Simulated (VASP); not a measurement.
A run of VASP 6.6.1:

Contents of INCAR:

```
PREC = Accurate
ENCUT = 600
EDIFF = 1E-7
ISMEAR = 0
SIGMA = 0.1
LREAL = False
LASPH = True
NELM = 80
ALGO = Normal
ISIF = 3
LWAVE = False
LCHARG = False
GGA = PE
IBRION = 2
NSW = 90
EDIFFG = -0.04
```

File KPOINTS:

```
Automatic mesh
0
Gamma
  6 6 4
```

File POSCAR:

```
InRu2
1.0
    2.8930400500      0.0000000000      0.0000000000
    0.0000000000      2.8930400500      0.0000000000
    0.0000000000      0.0000000000      5.5273877300
In Ru
1 2
Direct
    0.0000000000      0.0000000000      0.0000000000
    0.5000000000      0.5000000000      0.2700000100
    0.5000000000      0.5000000000      0.7299999900
```

Potentials or basis: VASP PAW PBE potentials, release 64 (In_d, Ru_pv).

The run is started by

```bash
$ cat potpaw_PBE.64/In_d/POTCAR potpaw_PBE.64/Ru_pv/POTCAR > POTCAR
$ mpirun -np 1 vasp_std > vasp.out
```

Hardware: 1 thread of Intel(R) Xeon(R) 6975P-C (Granite Rapids) (shared host).

**Question.** Estimate the wall time of this run.

**Answer.** Wall time 3.7 min on 1 thread of Intel(R) Xeon(R) 6975P-C (Granite Rapids) (shared host), peak memory 0.2 GiB. Counts: scf iterations 201, k points 30, ion steps 20.
